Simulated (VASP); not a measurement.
BN, 2 atoms in the cell. It takes space group F-43m (No. 216, cubic). Conventional cell: a = 3.610 Å, b = 3.610 Å, c = 3.610 Å, α = 90.00°, β = 90.00°, γ = 90.00°. Within 2.1 Å of B (site symmetry -43m) lie 4 N at 1.56 Å. Within 2.1 Å of N (site symmetry -43m) lie 4 B at 1.56 Å. 

```yaml
Program: VASP 6.6.1
Task: single point
Functional: HSE06
Potentials_or_basis: VASP PAW PBE potentials, release 64 (B, N)
Cutoff: 520 eV
k_mesh: 8 × 8 × 8
Occupations: gaussian, width 0.01 eV
Spin: no spin polarisation
Dipole_correction: no
Grid_for_exact_exchange_PRECFOCK: Normal
Further_INCAR_settings: ALGO = Normal; EDIFF = 1e-06; NBANDS = 11
Screening_parameter: 0.2079 1/Å
```

Potentials or basis: VASP PAW PBE potentials, release 64 (B, N).

Launch:

```sh
$ cat potpaw_PBE.64/B/POTCAR potpaw_PBE.64/N/POTCAR > POTCAR
$ cp INCAR.step1 INCAR
$ mpirun -np 1 vasp_std > vasp.out
$ cp INCAR.step2 INCAR
$ mpirun -np 1 vasp_std > vasp.out
```

Hardware: 1 thread of AMD EPYC 7R43 64-Core Processor (Zen 3), on a shared host.

How long does it take, and how much memory?

It took 16 min on 1 thread of AMD EPYC 7R43 64-Core Processor (Zen 3) (shared host), peak memory 0.19 GiB. Counts: k points 29.
